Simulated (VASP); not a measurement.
# RbBr in VASP: notebook

Runs on RbBr. Level: PBEsol. Tasks: electric field gradients.

Program: VASP 6.6.1. These are calculated values, not measurements. Logs are shortened: lines on timing, memory, paths and dates and some standing lists are left out, and cuts for length are marked.

**1. The cell of the first run**

The structure is cubic, space group Fm-3m (No. 225). Conventional cell: a = 6.715 Å, b = 6.715 Å, c = 6.715 Å, α = 90.00°, β = 90.00°, γ = 90.00°. Rb (site symmetry m-3m) has 6 Br at 3.36 Å within 4.4 Å. Within 4.4 Å of Br (site symmetry m-3m) lie 6 Rb at 3.36 Å.

**2. Electric field gradients, PBEsol (volume scaled by 0.94)**

The input, INCAR:

```
PREC = Accurate
ENCUT = 520
EDIFF = 1E-8
ISMEAR = -1
SIGMA = 0.03
LREAL = False
LASPH = True
NELM = 80
ALGO = Normal
ISIF = 2
LWAVE = False
LCHARG = False
GGA = PS
LEFG = True
NBANDS = 15
```

The input, KPOINTS:

```
regular mesh
0
Gamma
  7 7 7
```

The input, POSCAR:

```
RbBr
1.0
    0.0000000000      3.3575313876      3.3575313876
    3.3575313876      0.0000000000      3.3575313876
    3.3575313876      3.3575313876      0.0000000000
Rb Br
1 1
Direct
    0.0000000000      0.0000000000      0.0000000000
    0.5000000000      0.5000000000      0.5000000000
```

Potentials or basis: VASP PAW PBE potentials, release 64 (Rb_sv, Br).

Run with:

```bash
> cat potpaw_PBE.64/Rb_sv/POTCAR potpaw_PBE.64/Br/POTCAR > POTCAR
> mpirun -np 1 vasp_std > vasp.out
```

OUTCAR:

```text
PREC = Accurate
   ENCUT = 520
   EDIFF = 1E-8
   ISMEAR = -1
   LREAL = False
   LASPH = True
   NELM = 80
   ISIF = 2
   GGA = PS

 ion  position               nearest neighbor table
   1  0.000  0.000  0.000-   2 3.36   2 3.36   2 3.36   2 3.36   2 3.36   2 3.36
   2  0.500  0.500  0.500-   1 3.36   1 3.36   1 3.36   1 3.36   1 3.36   1 3.36

  LATTYP: Found a face centered cubic cell.
 ALAT       =     6.7150627752

  Lattice vectors:

 A1 = (   0.0000000000,   3.3575313876,   3.3575313876)
 A2 = (   3.3575313876,   0.0000000000,   3.3575313876)
 A3 = (   3.3575313876,   3.3575313876,   0.0000000000)

Analysis of symmetry for initial positions (statically):
=====================================================================
 Subroutine PRICEL returns:
 Original cell was already a primitive cell.

 Routine SETGRP: Setting up the symmetry group for a
 face centered cubic supercell.

 Subroutine GETGRP returns: Found 48 space group operations
 (whereof 48 operations were pure point group operations)
 out of a pool of 48 trial point group operations.

The static configuration has the point symmetry O_h .

Analysis of symmetry for dynamics (positions and initial velocities):
=====================================================================
 Subroutine PRICEL returns:
 Original cell was already a primitive cell.

 Routine SETGRP: Setting up the symmetry group for a
 face centered cubic supercell.

 Subroutine GETGRP returns: Found 48 space group operations
 (whereof 48 operations were pure point group operations)
 out of a pool of 48 trial point group operations.

The dynamic configuration has the point symmetry O_h .

 Subroutine INISYM returns: Found 48 space group operations
 (whereof 48 operations are pure point group operations),
 and found     1 'primitive' translations

----------------------------------------------------------------------------------------

                                     Primitive cell

  volume of cell :      75.6990

  direct lattice vectors                    reciprocal lattice vectors
     0.000000000  3.357531388  3.357531388    -0.148918935  0.148918935  0.148918935
     3.357531388  0.000000000  3.357531388     0.148918935 -0.148918935  0.148918935
     3.357531388  3.357531388  0.000000000     0.148918935  0.148918935 -0.148918935

  length of vectors
     4.748266424  4.748266424  4.748266424     0.257935162  0.257935162  0.257935162

  position of ions in fractional coordinates (direct lattice)
     0.000000000  0.000000000  0.000000000
     0.500000000  0.500000000  0.500000000

  ion indices of the primitive-cell ions
   primitive index   ion index
                 1           1
                 2           2

----------------------------------------------------------------------------------------

 KPOINTS: regular mesh

Automatic generation of k-mesh.
 Grid dimensions read from file:
 generate k-points for:    7    7    7

 Generating k-lattice:

  Cartesian coordinates                     Fractional coordinates (reciprocal lattice)
    -0.021274134  0.021274134  0.021274134     0.142857143  0.000000000  0.000000000
     0.021274134 -0.021274134  0.021274134     0.000000000  0.142857143  0.000000000
     0.021274134  0.021274134 -0.021274134     0.000000000  0.000000000  0.142857143

  Length of vectors
     0.036847880  0.036847880  0.036847880

  Shift w.r.t. Gamma in fractional coordinates (k-lattice)
     0.000000000  0.000000000  0.000000000

 Subroutine IBZKPT returns following result:
 ===========================================

 Found     20 irreducible k-points:

 Following reciprocal coordinates:
            Coordinates               Weight
  0.000000  0.000000  0.000000      1.000000
  0.142857  0.000000  0.000000      8.000000
  0.285714  0.000000  0.000000      8.000000
  0.428571  0.000000  0.000000      8.000000
  0.142857  0.142857  0.000000      6.000000
  0.285714  0.142857  0.000000     24.000000
[... 12 lines left out ...]
 -0.428571  0.428571  0.142857     24.000000
 -0.285714  0.428571  0.142857     24.000000
   k-points           NKPTS =     20   k-points in BZ     NKDIM =     20   number of bands    NBANDS=     15
   number of dos      NEDOS =    301   number of ions     NIONS =      2
   total plane-waves  NPLWV =  46656
   dimension x,y,z NGX =    36 NGY =   36 NGZ =   36
   dimension x,y,z NGXF=    72 NGYF=   72 NGZF=   72
   ions per type =               1   1
   NGX,Y,Z   is equivalent  to a cutoff of  12.60, 12.60, 12.60 a.u.
   NGXF,Y,Z  is equivalent  to a cutoff of  25.21, 25.21, 25.21 a.u.
 SYSTEM =  unknown system
   PREC   = accura    normal or accurate (medium, high low for compatibility)
   ISTART =      0    job   : 0-new  1-cont  2-samecut
   ICHARG =      2    charge: 1-file 2-atom 10-const
   ISPIN  =      1    spin polarized calculation?
   LNONCOLLINEAR =      F non collinear calculations
   LSORBIT =      F    spin-orbit coupling
   LASPH  =      T    aspherical Exc in radial PAW
   ENCUT  =  520.0 eV  38.22 Ry    6.18 a.u.   8.83  8.83  8.83*2*pi/ulx,y,z
   NELM   =     80;   NELMIN=  2; NELMDL= -5     # of ELM steps
   EDIFF  = 0.1E-07   stopping-criterion for ELM
   LREAL  =      F    real-space projection
   EDIFFG = 0.1E-06   stopping-criterion for IOM
   NSW    =      0    number of steps for IOM
   IBRION =     -1    ionic relax: 0-MD 1-quasi-New 2-CG
   NFREE  =      0    steps in history (QN), initial steepest desc. (CG)
   ISIF   =      2    stress and relaxation
   ISYM   =      2    0-nonsym 1-usesym 2-fastsym
   POTIM  = 0.5000    time-step for ionic-motion
   TEBEG  =    0.0;   TEEND  =   0.0 temperature during run
   PSTRESS=    0.0 pullay stress
   NELECT =      16.0000    total number of electrons
   NUPDOWN=      -1.0000    fix difference up-down
   EMIN   =  10.00;   EMAX   =-10.00  energy-range for DOS
   EFERMI =   0.00;   METHOD = LEGACY
   ISMEAR =    -1;   SIGMA  =   0.03  broadening in eV -4-tet -1-fermi 0-gaus
   EFERMI_NEDOS =   21; number of points for ismear=-14 and -15
   IALGO  =     38    algorithm
   IMIX   =      4    mixing-type and parameters
     AMIX     =   0.40;   BMIX     =  1.00
     AMIX_MAG =   1.60;   BMIX_MAG =  1.00
  volume/ion in A,a.u.               =      37.85       255.42
  Fermi-wavevector in a.u.,A,eV,Ry     =   0.975180  1.842823 12.938812  0.950976
  Thomas-Fermi vector in A             =   2.105699
   LORBIT       =      0    0 simple, 1 ext, 2 COOP (PROOUT), +10 PAW based schemes
   GGA     = PS    functional components
   LHFCALC =     F    Hartree Fock is set to
   AEXX    =    0.0000 exact exchange contribution
   IVDW    =     0    specifies the selected vdW correction
   LEPSILON=     F    determine dielectric tensor
   LRPA    =     F    only Hartree local field effects (RPA)
 non-spin polarized calculation
  energy-cutoff  :      520.00
  volume of cell :       75.70
 maximum number of plane-waves:      2085
   NGX = 17   NGY = 17   NGZ = 17

 number of electron      16.0000002 magnetization

 Free energy of the ion-electron system (eV)
  ---------------------------------------------------
  ext. energy  EPLUGINS =         0.00000000
  ---------------------------------------------------
  free energy    TOTEN  =        -6.34196713 eV

  energy without entropy =       -6.34196713  energy(sigma->0) =       -6.34196713

 E-fermi :  -0.9542     XC(G=0):  -7.6645

 val. band max:       -1.6042396909   @ k =   0.0000   0.0000   0.0000
 cond. band min:       2.7519937478   @ k =   0.0000   0.0000   0.0000
 fundamental gap:      4.3562334387
 Fermi energy:        -0.9541541308

 k-point     1 :       0.0000    0.0000    0.0000
  band No.  band energies     occupation
      1     -25.8373      2.00000
      2     -13.8644      2.00000
      3      -9.9312      2.00000
      4      -9.9312      2.00000
      5      -9.9312      2.00000
      6      -1.6042      2.00000
      7      -1.6042      2.00000
      8      -1.6042      2.00000
      9       2.7520      0.00000
     10       5.5941      0.00000
     11       5.5941      0.00000
     12       5.5941      0.00000
     13       6.5348      0.00000
     14       6.5348      0.00000
[... 329 lines left out ...]
      2     -13.8439      2.00000
      3     -10.1093      2.00000
      4     -10.0562      2.00000
      5      -9.9120      2.00000
      6      -2.2215      2.00000
      7      -2.0010      2.00000
      8      -1.9521      2.00000
      9       5.0984      0.00000
     10       5.8462      0.00000
     11       6.8930      0.00000
     12       7.2257      0.00000
     13       8.9610      0.00000
     14       9.1826      0.00000
     15      10.0758      0.00000

------------------------ aborting loop because EDIFF is reached ----------------------------------------

  FORCE on cell =-STRESS in cart. coord.  units (eV):
  Direction    XX          YY          ZZ          XY          YZ          ZX
  --------------------------------------------------------------------------------------
  -------------------------------------------------------------------------------------
  Total        0.4588095      0.4588095      0.4588095     -0.0000000      0.0000000      0.0000000
  in kB        9.7107498      9.7107498      9.7107498     -0.0000000      0.0000000      0.0000000
  external PRESSURE =       9.7107498 kB  Pullay stress =       0.0000000 kB

 VOLUME and BASIS-vectors are now :
 -----------------------------------------------------------------------------
  energy-cutoff  :      520.00
  volume of cell :       75.70
      direct lattice vectors                 reciprocal lattice vectors
     0.000000000  3.357531388  3.357531388    -0.148918935  0.148918935  0.148918935
     3.357531388  0.000000000  3.357531388     0.148918935 -0.148918935  0.148918935
     3.357531388  3.357531388  0.000000000     0.148918935  0.148918935 -0.148918935

 POSITION                                       TOTAL-FORCE (eV/Angst)
 -----------------------------------------------------------------------------------
      0.00000      0.00000      0.00000        -0.000000     -0.000000     -0.000000
      3.35753      3.35753      3.35753         0.000000      0.000000      0.000000
 -----------------------------------------------------------------------------------
    total drift:                                0.000000      0.000000      0.000000

  FREE ENERGIE OF THE ION-ELECTRON SYSTEM (eV)
  ---------------------------------------------------
  free  energy   TOTEN  =        -6.3419671333 eV

  energy  without entropy=       -6.3419671333  energy(sigma->0) =       -6.34196713

 Electric field gradients (V/A^2)
---------------------------------------------------------------------
 ion       V_xx      V_yy      V_zz      V_xy      V_xz      V_yz
---------------------------------------------------------------------
   1       0.000    -0.000    -0.000    -0.000    -0.000    -0.000
   2       0.000    -0.000     0.000     0.001     0.001     0.001
---------------------------------------------------------------------

 Electric field gradients after diagonalization (V/A^2)
 (convention: |V_zz| > |V_xx| > |V_yy|)
----------------------------------------------------------------------
 ion       V_xx      V_yy      V_zz     asymmetry (V_yy - V_xx)/ V_zz
----------------------------------------------------------------------
   1       0.000     0.000    -0.000       0.000
   2      -0.001    -0.001     0.001       0.000
----------------------------------------------------------------------

           NMR quadrupolar parameters

 Cq : quadrupolar parameter    Cq=e*Q*V_zz/h
 eta: asymmetry parameters     (V_yy - V_xx)/ V_zz
 Q  : nuclear electric quadrupole moment in mb (millibarn)
----------------------------------------------------------------------
 ion       Cq(MHz)       eta       Q (mb)
----------------------------------------------------------------------
   1      -0.000       0.000       1.000
   2       0.000       0.000       1.000
----------------------------------------------------------------------
```

Wall time 39 s (1 thread of Intel Xeon Platinum 8259CL at 2.50GHz (Skylake/Cascade Lake), shared host); peak memory 0.21 GiB.

What came out:

| Item | Value |
| --- | --- |
| Free energy | -6.3420 eV |
| Pressure | 1.0 GPa |
| Band gap on the k mesh | 4.36 eV, direct |

Caveat: without QUAD_EFG the Cq values of the log hold for a quadrupole moment of 1 mb, not for the nuclei; the PAW data sets were made with another functional, which shifts forces and pressure a little.

[end of part 1 of 3]
